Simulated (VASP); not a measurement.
# FeSi (Pm-3m) in VASP: further runs, part 2 of 3

VASP 6.6.1.

## Step 3: Single point, r2SCAN (volume scaled by 0.800)

POSCAR reads:

```
FeSi
1.0
    2.5315499953      0.0000000000      0.0000000000
    0.0000000000      2.5315499953      0.0000000000
    0.0000000000      0.0000000000      2.5315499953
Fe Si
1 1
Direct
    0.0000000000      0.0000000000      0.0000000000
    0.5000000000      0.5000000000      0.5000000000
```

INCAR.step1 reads:

```
SYSTEM = FeSi
ALGO = Normal
EDIFF = 1E-4
ENCUT = 520
GGA = PE
ISMEAR = 0
LASPH = .TRUE.
LCHARG = .FALSE.
LREAL = .FALSE.
LWAVE = .TRUE.
NBANDS = 13
NELM = 60
PREC = Accurate
SIGMA = 0.05
```

INCAR.step2 reads:

```
SYSTEM = FeSi
ALGO = Normal
EDIFF = 1E-6
ENCUT = 520
ISIF = 2
ISMEAR = 0
ISTART = 1
LASPH = .TRUE.
LCHARG = .FALSE.
LMIXTAU = .TRUE.
LREAL = .FALSE.
LWAVE = .FALSE.
METAGGA = R2SCAN
NBANDS = 13
NELM = 60
PREC = Accurate
SIGMA = 0.05
```

KPOINTS reads:

```
k-points
0
G
  18 18 18
  0 0 0
```

Potentials or basis: VASP PAW PBE potentials, release 64 (Fe, Si).

Command:

```
$ cat potpaw_PBE.64/Fe/POTCAR potpaw_PBE.64/Si/POTCAR > POTCAR
$ cp INCAR.step1 INCAR
$ mpirun -np 1 vasp_std > vasp.out
$ cp INCAR.step2 INCAR
$ mpirun -np 1 vasp_std > vasp.out
```

OUTCAR:

```text
SYSTEM = FeSi
   EDIFF = 1E-6
   ENCUT = 520
   ISIF = 2
   ISMEAR = 0
   ISTART = 1
   LASPH = .TRUE.
   LREAL = .FALSE.
   METAGGA = R2SCAN
   NELM = 60
   PREC = Accurate

 ion  position               nearest neighbor table
   1  0.000  0.000  0.000-   2 2.19   2 2.19   2 2.19   2 2.19   2 2.19   2 2.19   2 2.19   2 2.19

   2  0.500  0.500  0.500-   1 2.19   1 2.19   1 2.19   1 2.19   1 2.19   1 2.19   1 2.19   1 2.19

  LATTYP: Found a simple cubic cell.
 ALAT       =     2.5315499953

  Lattice vectors:

 A1 = (   2.5315499953,   0.0000000000,   0.0000000000)
 A2 = (   0.0000000000,   2.5315499953,   0.0000000000)
 A3 = (   0.0000000000,   0.0000000000,   2.5315499953)

Analysis of symmetry for initial positions (statically):
=====================================================================
 Subroutine PRICEL returns:
 Original cell was already a primitive cell.

 Routine SETGRP: Setting up the symmetry group for a
 simple cubic supercell.

 Subroutine GETGRP returns: Found 48 space group operations
 (whereof 48 operations were pure point group operations)
 out of a pool of 48 trial point group operations.

The static configuration has the point symmetry O_h .

Analysis of symmetry for dynamics (positions and initial velocities):
=====================================================================
 Subroutine PRICEL returns:
 Original cell was already a primitive cell.

 Routine SETGRP: Setting up the symmetry group for a
 simple cubic supercell.

 Subroutine GETGRP returns: Found 48 space group operations
 (whereof 48 operations were pure point group operations)
 out of a pool of 48 trial point group operations.

The dynamic configuration has the point symmetry O_h .

 Subroutine INISYM returns: Found 48 space group operations
 (whereof 48 operations are pure point group operations),
 and found     1 'primitive' translations

----------------------------------------------------------------------------------------

                                     Primitive cell

  volume of cell :      16.2241

  direct lattice vectors                    reciprocal lattice vectors
     2.531549995  0.000000000  0.000000000     0.395014913  0.000000000  0.000000000
     0.000000000  2.531549995  0.000000000     0.000000000  0.395014913  0.000000000
     0.000000000  0.000000000  2.531549995     0.000000000  0.000000000  0.395014913

  length of vectors
     2.531549995  2.531549995  2.531549995     0.395014913  0.395014913  0.395014913

  position of ions in fractional coordinates (direct lattice)
     0.000000000  0.000000000  0.000000000
     0.500000000  0.500000000  0.500000000

  ion indices of the primitive-cell ions
   primitive index   ion index
                 1           1
                 2           2

----------------------------------------------------------------------------------------

 KPOINTS: k-points

Automatic generation of k-mesh.
 Grid dimensions read from file:
 generate k-points for:   18   18   18

 Generating k-lattice:

  Cartesian coordinates                     Fractional coordinates (reciprocal lattice)
     0.021945273  0.000000000  0.000000000     0.055555556  0.000000000  0.000000000
     0.000000000  0.021945273  0.000000000     0.000000000  0.055555556  0.000000000
     0.000000000  0.000000000  0.021945273     0.000000000  0.000000000  0.055555556

  Length of vectors
     0.021945273  0.021945273  0.021945273

  Shift w.r.t. Gamma in fractional coordinates (k-lattice)
     0.000000000  0.000000000  0.000000000

 Subroutine IBZKPT returns following result:
 ===========================================

 Found    220 irreducible k-points:

 Following reciprocal coordinates:
            Coordinates               Weight
  0.000000  0.000000  0.000000      1.000000
  0.055556  0.000000  0.000000      6.000000
  0.111111  0.000000  0.000000      6.000000
  0.166667  0.000000  0.000000      6.000000
  0.222222  0.000000  0.000000      6.000000
  0.277778  0.000000  0.000000      6.000000
[... 16 lines left out ...]
  0.277778  0.111111  0.000000     24.000000
  0.333333  0.111111  0.000000     24.000000
 [... further k-points ...]
   k-points           NKPTS =    220   k-points in BZ     NKDIM =    220   number of bands    NBANDS=     13
   number of dos      NEDOS =    301   number of ions     NIONS =      2
   total plane-waves  NPLWV =   8000
   dimension x,y,z NGX =    20 NGY =   20 NGZ =   20
   dimension x,y,z NGXF=    40 NGYF=   40 NGZF=   40
   ions per type =               1   1
   NGX,Y,Z   is equivalent  to a cutoff of  13.13, 13.13, 13.13 a.u.
   NGXF,Y,Z  is equivalent  to a cutoff of  26.27, 26.27, 26.27 a.u.
 SYSTEM =  FeSi
   PREC   = accura    normal or accurate (medium, high low for compatibility)
   ISTART =      1    job   : 0-new  1-cont  2-samecut
   ICHARG =      0    charge: 1-file 2-atom 10-const
   ISPIN  =      1    spin polarized calculation?
   LNONCOLLINEAR =      F non collinear calculations
   LSORBIT =      F    spin-orbit coupling
   LASPH  =      T    aspherical Exc in radial PAW
   ENCUT  =  520.0 eV  38.22 Ry    6.18 a.u.   4.71  4.71  4.71*2*pi/ulx,y,z
   NELM   =     60;   NELMIN=  2; NELMDL=  0     # of ELM steps
   EDIFF  = 0.1E-05   stopping-criterion for ELM
   LREAL  =      F    real-space projection
   EDIFFG = 0.1E-04   stopping-criterion for IOM
   NSW    =      0    number of steps for IOM
   IBRION =     -1    ionic relax: 0-MD 1-quasi-New 2-CG
   NFREE  =      0    steps in history (QN), initial steepest desc. (CG)
   ISIF   =      2    stress and relaxation
   ISYM   =      2    0-nonsym 1-usesym 2-fastsym
   POTIM  = 0.5000    time-step for ionic-motion
   TEBEG  =    0.0;   TEEND  =   0.0 temperature during run
   PSTRESS=    0.0 pullay stress
   NELECT =      12.0000    total number of electrons
   NUPDOWN=      -1.0000    fix difference up-down
   EMIN   =  10.00;   EMAX   =-10.00  energy-range for DOS
   EFERMI =   0.00;   METHOD = LEGACY
   ISMEAR =     0;   SIGMA  =   0.05  broadening in eV -4-tet -1-fermi 0-gaus
   EFERMI_NEDOS =   21; number of points for ismear=-14 and -15
   IALGO  =     38    algorithm
   IMIX   =      4    mixing-type and parameters
     AMIX     =   0.40;   BMIX     =  1.00
     AMIX_MAG =   1.60;   BMIX_MAG =  1.00
  volume/ion in A,a.u.               =       8.11        54.74
  Fermi-wavevector in a.u.,A,eV,Ry     =   1.480524  2.797784 29.823302  2.191951
  Thomas-Fermi vector in A             =   2.594547
   LORBIT       =      0    0 simple, 1 ext, 2 COOP (PROOUT), +10 PAW based schemes
   METAGGA = R2SCAN    functional components
   LHFCALC =     F    Hartree Fock is set to
   AEXX    =    0.0000 exact exchange contribution
   IVDW    =     0    specifies the selected vdW correction
   LEPSILON=     F    determine dielectric tensor
   LRPA    =     F    only Hartree local field effects (RPA)
 non-spin polarized calculation
 Gauss-broadening in eV      SIGMA  =   0.05
  energy-cutoff  :      520.00
  volume of cell :       16.22
 maximum number of plane-waves:       461
 NGX is ok and might be reduce to    20
   NGX =  9   NGY =  9   NGZ =  9

 number of electron      11.9999996 magnetization

 Free energy of the ion-electron system (eV)
  ---------------------------------------------------
  ext. energy  EPLUGINS =         0.00000000
  ---------------------------------------------------
  free energy    TOTEN  =       -22.62773066 eV

  energy without entropy =      -22.62697498  energy(sigma->0) =      -22.62735282

 E-fermi :  15.3458     XC(G=0): -15.6125

 val. band max:       15.3404594791   @ k =   0.5000   0.4444   0.0556
 cond. band min:      15.3466685052   @ k =   0.4444   0.4444   0.4444
 fundamental gap:      0.0062090262
 Fermi energy:        15.3458136651

 k-point     1 :       0.0000    0.0000    0.0000
  band No.  band energies     occupation
      1      -2.4628      2.00000
      2       9.2572      2.00000
      3       9.2572      2.00000
      4      13.6431      2.00000
      5      13.6431      2.00000
      6      13.6431      2.00000
      7      19.6814      0.00000
      8      19.6814      0.00000
      9      19.6814      0.00000
     10      24.4121      0.00000
     11      24.4121      0.00000
     12      35.4190      0.00000
     13      39.4381      0.00000
[... 353 lines left out ...]
 k-point    24 :       0.3333    0.1111    0.0000
  band No.  band energies     occupation
      1       0.5062      2.00000
      2       6.8759      2.00000
      3      10.2216      2.00000
      4      11.6661      2.00000
      5      11.9602      2.00000
      6      13.5914      2.00000
      7      15.9302      0.00000
      8      20.9909      0.00000
      9      23.9866      0.00000
     10      24.1210      0.00000
     11      29.6644      0.00000
     12      31.1675      0.00000
     13      31.3628      0.00000

 [... further k-points ...]
[... 5 lines left out ...]
  --------------------------------------------------------------------------------------
  -------------------------------------------------------------------------------------
  Total       10.3729740     10.3729740     10.3729740      0.0000000     -0.0000000      0.0000000
  in kB     1024.3640886   1024.3640886   1024.3640886      0.0000000     -0.0000000      0.0000000
  external PRESSURE =    1024.3640886 kB  Pullay stress =       0.0000000 kB

 VOLUME and BASIS-vectors are now :
 -----------------------------------------------------------------------------
  energy-cutoff  :      520.00
  volume of cell :       16.22
      direct lattice vectors                 reciprocal lattice vectors
     2.531549995  0.000000000  0.000000000     0.395014913  0.000000000  0.000000000
     0.000000000  2.531549995  0.000000000     0.000000000  0.395014913  0.000000000
     0.000000000  0.000000000  2.531549995     0.000000000  0.000000000  0.395014913

 POSITION                                       TOTAL-FORCE (eV/Angst)
 -----------------------------------------------------------------------------------
      0.00000      0.00000      0.00000         0.000000      0.000000      0.000000
      1.26577      1.26577      1.26577         0.000000      0.000000      0.000000
 -----------------------------------------------------------------------------------
    total drift:                                0.000000      0.000000      0.000000

  FREE ENERGIE OF THE ION-ELECTRON SYSTEM (eV)
  ---------------------------------------------------
  free  energy   TOTEN  =       -22.6277306593 eV

  energy  without entropy=      -22.6269749782  energy(sigma->0) =      -22.62735282
```

OUTCAR.step1:

```text
SYSTEM = FeSi
   EDIFF = 1E-4
   ENCUT = 520
   GGA = PE
   ISMEAR = 0
   LASPH = .TRUE.
   LREAL = .FALSE.
[... 606 lines left out ...]
      0.00000      0.00000      0.00000         0.000000      0.000000      0.000000
      1.26577      1.26577      1.26577         0.000000      0.000000      0.000000
 -----------------------------------------------------------------------------------
    total drift:                                0.000000      0.000000      0.000000

  FREE ENERGIE OF THE ION-ELECTRON SYSTEM (eV)
  ---------------------------------------------------
  free  energy   TOTEN  =       -13.3444450925 eV

  energy  without entropy=      -13.3435972405  energy(sigma->0) =      -13.34402117
```

OSZICAR.step1:

```text
N       E                     dE             d eps       ncg     rms          rms(c)
DAV:   1     0.422814513638E+02    0.42281E+02   -0.60177E+03  6141   0.111E+03
DAV:   2    -0.132788894162E+02   -0.55560E+02   -0.49847E+02  5985   0.196E+02
DAV:   3    -0.150516702901E+02   -0.17728E+01   -0.17532E+01  6960   0.387E+01
DAV:   4    -0.150688655705E+02   -0.17195E-01   -0.17186E-01  6455   0.355E+00
DAV:   5    -0.150690809621E+02   -0.21539E-03   -0.21538E-03  6995   0.429E-01    0.242E+01
DAV:   6    -0.148145840401E+02    0.25450E+00   -0.21660E+01  6490   0.800E+01    0.942E+00
DAV:   7    -0.134420213195E+02    0.13726E+01   -0.96349E+00  6660   0.498E+01    0.643E+00
DAV:   8    -0.133480791325E+02    0.93942E-01   -0.24831E-01  7294   0.699E+00    0.105E+00
DAV:   9    -0.133446498315E+02    0.34293E-02   -0.57842E-03  8567   0.857E-01    0.385E-01
DAV:  10    -0.133444843977E+02    0.16543E-03   -0.31491E-04  7005   0.173E-01    0.772E-02
DAV:  11    -0.133444450925E+02    0.39305E-04   -0.76663E-05  3345   0.136E-01
   1 F= -.13344445E+02 E0= -.13344021E+02  d E =-.847852E-03
```

It took 57 s on 1 thread of Intel Xeon 6975P-C (Granite Rapids), shared host; peak memory 0.16 GiB.

Results:

* Free energy: -22.6277 eV
* Pressure: 102.4 GPa
* Band gap on the k mesh: zero (band 6 reaches 16.16 eV, above the bottom of band 7 at 15.31 eV)

Caveat: the PAW data sets were made with another functional, which shifts forces and pressure a little.

## Step 4: Single point, r2SCAN (volume scaled by 0.840)

POSCAR reads:

```
FeSi
1.0
    2.5730581923      0.0000000000      0.0000000000
    0.0000000000      2.5730581923      0.0000000000
    0.0000000000      0.0000000000      2.5730581923
Fe Si
1 1
Direct
    0.0000000000      0.0000000000      0.0000000000
    0.5000000000      0.5000000000      0.5000000000
```

INCAR.step1 reads:

```
SYSTEM = FeSi
  PREC = Accurate
  ENCUT = 520
  ISMEAR = 0
  SIGMA = 0.05
  LREAL = .FALSE.
  LASPH = .TRUE.
  NELM = 60
  NBANDS = 13
  GGA = PE
  ALGO = Normal
  EDIFF = 1E-4
  LWAVE = .TRUE.
  LCHARG = .FALSE.
```

INCAR.step2 reads:

```
SYSTEM = FeSi
  PREC = Accurate
  ENCUT = 520
  EDIFF = 1E-7
  ISMEAR = 0
  SIGMA = 0.05
  LREAL = .FALSE.
  LASPH = .TRUE.
  NELM = 60
  ALGO = Normal
  ISIF = 2
  LWAVE = .FALSE.
  LCHARG = .FALSE.
  METAGGA = R2SCAN
  LMIXTAU = .TRUE.
  NBANDS = 13
  ISTART = 1
```

KPOINTS reads:

```
regular mesh
0
G
  18 18 18
  0 0 0
```

Command:

```
$ cat potpaw_PBE.64/Fe/POTCAR potpaw_PBE.64/Si/POTCAR > POTCAR
$ cp INCAR.step1 INCAR
$ mpirun -np 1 vasp_std > vasp.out
$ cp INCAR.step2 INCAR
$ mpirun -np 1 vasp_std > vasp.out
```

Wall time 58 s (1 thread of Intel Xeon 6975P-C (Granite Rapids), shared host); peak memory 0.17 GiB.

The run converged. Its results:

```
Free energy            : -23.0653 eV
Pressure               : 71.6 GPa
Band gap on the k mesh : zero (band 6 reaches 15.04 eV, above the bottom of band 7 at 14.48 eV)
```

Levels at points of the mesh, in eV from the Fermi level:
```tsv
k point	band 2	band 3	band 4	band 5	band 6	band 7	band 8	band 9	band 10	band 11
(0.00, 0.00, 0.00)	-5.66	-5.66	-1.60	-1.60	-1.60	4.09	4.09	4.09	8.87	8.87
(0.50, 0.00, 0.00)	-11.22	-4.26	-3.65	-3.65	-1.33	0.47	6.27	11.07	11.07	11.32
(0.50, 0.50, 0.00)	-6.68	-6.68	-5.47	-3.04	-3.04	-0.03	3.51	3.58	10.86	16.30
(0.50, 0.50, 0.50)	-8.34	-8.34	0.05	0.05	0.21	1.19	1.19	1.19	5.47	5.47
```

Caveat: the PAW data sets were made with another functional, which shifts forces and pressure a little. Spin polarisation is off, so any magnetic state and its effect on volume and gap are missing.

## Step 5: Single point, r2SCAN (volume scaled by 0.880)

POSCAR reads:

```
FeSi
1.0
    2.6132687214      0.0000000000      0.0000000000
    0.0000000000      2.6132687214      0.0000000000
    0.0000000000      0.0000000000      2.6132687214
Fe Si
1 1
Direct
    0.0000000000      0.0000000000      0.0000000000
    0.5000000000      0.5000000000      0.5000000000
```

INCAR.step1 reads:

```
PREC = Accurate ; ENCUT = 520
ISMEAR = 0 ; SIGMA = 0.05
LREAL = F ; LASPH = T
NELM = 100 ; NBANDS = 13
GGA = PE ; ALGO = Normal
EDIFF = 1E-4 ; LWAVE = T
LCHARG = F
```

INCAR.step2 reads:

```
PREC = Accurate ; ENCUT = 520
EDIFF = 1E-6 ; ISMEAR = 0
SIGMA = 0.05 ; LREAL = F
LASPH = T ; NELM = 100
ALGO = Normal ; ISIF = 2
LWAVE = F ; LCHARG = F
METAGGA = R2SCAN ; LMIXTAU = T
NBANDS = 13 ; ISTART = 1
```

KPOINTS reads:

```
Automatic mesh
0
Gamma
  18 18 18
```

Command:

```
$ cat potpaw_PBE.64/Fe/POTCAR potpaw_PBE.64/Si/POTCAR > POTCAR
$ cp INCAR.step1 INCAR
$ mpirun -np 1 vasp_std > vasp.out
$ cp INCAR.step2 INCAR
$ mpirun -np 1 vasp_std > vasp.out
```

Run time: 57 s. Hardware: 1 thread of Intel Xeon 6975P-C (Granite Rapids), shared host; peak memory 0.17 GiB.

Results (log left out):

```
Free energy            : -23.3634 eV
Pressure               : 47.2 GPa
Band gap on the k mesh : zero (band 6 reaches 14.19 eV, above the bottom of band 7 at 13.71 eV)
```

Levels at points of the mesh, in eV from the Fermi level:
```tsv
k point	band 2	band 3	band 4	band 5	band 6	band 7	band 8	band 9	band 10	band 11
(0.00, 0.00, 0.00)	-5.28	-5.28	-1.51	-1.51	-1.51	3.88	3.88	3.88	8.70	8.70
(0.50, 0.00, 0.00)	-10.84	-3.97	-3.45	-3.45	-1.26	0.43	6.37	10.75	10.75	10.85
(0.50, 0.50, 0.00)	-6.49	-6.49	-5.15	-2.85	-2.85	-0.02	3.24	3.32	10.35	15.84
(0.50, 0.50, 0.50)	-7.94	-7.94	-0.18	0.05	0.05	1.23	1.23	1.23	5.17	5.17
```

Caveat: the PAW data sets were made with another functional, which shifts forces and pressure a little. Spin polarisation is off, so any magnetic state and its effect on volume and gap are missing.

(Part 2 of 3 ends here.)
